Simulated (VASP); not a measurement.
TaAlMo3, 5 atoms in the cell. It takes space group P4/mmm (No. 123, tetragonal). The conventional cell has a = 3.631 Å, b = 3.631 Å, c = 7.910 Å, α = 90.00°, β = 90.00°, γ = 90.00°. Within 3.8 Å of Ta (site symmetry 4/mmm) lie 8 Mo at 2.89 Å and 4 Ta at 3.63 Å. Within 3.4 Å of Al (site symmetry 4/mmm) lie 6 Mo at 2.57 to 2.62 Å. Mo (site symmetry 4mm) has 1 Al at 2.62 Å and 9 Mo at 2.67 to 3.67 Å and 4 Ta at 2.89 Å within 3.7 Å. Within 3.4 Å of Mo (site symmetry 4/mmm) lie 4 Al at 2.57 Å. The cell was generated, and may not be a known phase.

```yaml
Program: VASP 6.6.1
Task: relaxation of cell and atoms
Functional: PBE
Potentials_or_basis: VASP PAW PBE potentials, release 64 (Ta_pv, Al, Mo_sv)
Cutoff: 600 eV
k_mesh: 6 × 6 × 2
Occupations: gaussian, width 0.1 eV
Spin: no spin polarisation
Dipole_correction: no
Further_INCAR_settings: ALGO = Normal; EDIFF = 1e-06; IBRION = 2; EDIFFG = -0.04; NSW = 90; ISIF = 3
```

Potentials or basis: VASP PAW PBE potentials, release 64 (Ta_pv, Al, Mo_sv).

Launch:

```bash
$ cat potpaw_PBE.64/Ta_pv/POTCAR potpaw_PBE.64/Al/POTCAR potpaw_PBE.64/Mo_sv/POTCAR > POTCAR
$ mpirun -np 1 vasp_std > vasp.out
```

Hardware: 1 thread of Intel(R) Xeon(R) 6975P-C (Granite Rapids), with other jobs on the host.

Estimate the wall time of this run.

Run time: 4.9 min on 1 thread of Intel(R) Xeon(R) 6975P-C (Granite Rapids), on a shared host, peak memory 0.29 GiB. Counts: scf iterations 81, k points 20, ion steps 8.
